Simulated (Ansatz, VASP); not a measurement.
This is a calculation of AlN for Ansatz 0.2.0.

File input.yaml:

```yaml
crystal:
  lattice:
    - [0.0, 2.1839935596, 2.1839935596]
    - [2.1839935596, 0.0, 2.1839935596]
    - [2.1839935596, 2.1839935596, 0.0]
  atoms:
    - { symbol: Al, position: [0.0, 0.0, 0.0] }
    - { symbol: "N", position: [0.25, 0.25, 0.25] }
hamiltonian:
  xc: { name: BHLYP }
  pseudopotentials: { kind: paw }
kpoints:
  mp_grid: { grid: [5, 5, 5] }
scf:
  occupations: { method: fermi_dirac, width: 0.05 }
output:
  forces: true
  stress: true
  eigenvalues: true
```

Potentials or basis: Ansatz PAW.

Launch:

```bash
$ ansatz run input.yaml --threads 2 --pin off --max-ram 5632MiB --backend cpu --events-out ev --progress --plain --runs-dir out
```

**Question.** Translate it to VASP 6.6.1. Potentials there: VASP PAW PBE potentials, release 64 (Al, N).

**Answer.** As run (the cutoff follows the program's own potentials):

File POSCAR:

```
AlN
1.0
    0.0000000000      2.1839935596      2.1839935596
    2.1839935596      0.0000000000      2.1839935596
    2.1839935596      2.1839935596      0.0000000000
Al N
1 1
Direct
    0.0000000000      0.0000000000      0.0000000000
    0.2500000000      0.2500000000      0.2500000000
```

INCAR.step1

```
SYSTEM = AlN
PREC     = Accurate       ! precision mode
ENCUT    = 520            ! plane-wave cutoff, eV
EDIFF    = 1E-5           ! SCF threshold, eV
ISMEAR   = -1             ! smearing method
SIGMA    = 0.05           ! smearing width, eV
LREAL    = .False.        ! projectors in reciprocal space
LASPH    = .True.         ! aspherical terms in the spheres
NELM     = 100            ! most SCF steps
ALGO     = Normal         ! electronic algorithm
ISIF     = 2              ! what is computed and relaxed
LWAVE    = .True.         ! write WAVECAR
LCHARG   = .False.        ! write CHGCAR
NBANDS   = 11             ! bands
GGA      = PE             ! functional
```

File INCAR.step2:

```
SYSTEM = AlN
PREC     = Accurate       ! precision mode
ENCUT    = 520            ! plane-wave cutoff, eV
EDIFF    = 1E-6           ! SCF threshold, eV
ISMEAR   = -1             ! smearing method
SIGMA    = 0.05           ! smearing width, eV
LREAL    = .False.        ! projectors in reciprocal space
LASPH    = .True.         ! aspherical terms in the spheres
NELM     = 100            ! most SCF steps
ALGO     = Normal         ! electronic algorithm
ISIF     = 2              ! what is computed and relaxed
LWAVE    = .False.        ! write WAVECAR
LCHARG   = .False.        ! write CHGCAR
GGA      = B5             ! functional
LHFCALC  = .True.         ! exact exchange
AEXX     = 0.5            ! exact-exchange fraction
ALDAX    = 0.5          
AGGAX    = 0.5          
AGGAC    = 1.0          
ALDAC    = 0.0          
PRECFOCK = Normal       
NBANDS   = 11             ! bands
ISTART   = 1
```

File KPOINTS:

```
regular mesh
0
Gamma
  5 5 5
  0 0 0
```

Potentials or basis: VASP PAW PBE potentials, release 64 (Al, N).

The run is started by

```console
$ cat potpaw_PBE.64/Al/POTCAR potpaw_PBE.64/N/POTCAR > POTCAR
$ cp INCAR.step1 INCAR
$ mpirun -np 1 vasp_std > vasp.out
$ cp INCAR.step2 INCAR
$ mpirun -np 1 vasp_std > vasp.out
```

Both were run:

|  | VASP | Ansatz | Ansatz less VASP |
| --- | --- | --- | --- |
| gap on the k mesh at the Fermi level (eV) | 8.43 | 8.39 | -0.039 |
| least direct gap on the mesh (eV) | 8.83 | 8.86 | +0.029 |
| pressure (GPa) | -2.5 | -2.9 | -0.47 |

VASP's potentials were made for PBE, not for BHLYP.

The k mesh is coarse, so the values compare programs but aren't converged. Noted on Ansatz's run: odd divisions of the mesh miss points on the zone boundary, where band edges often lie, so the gap on the mesh can be too wide.
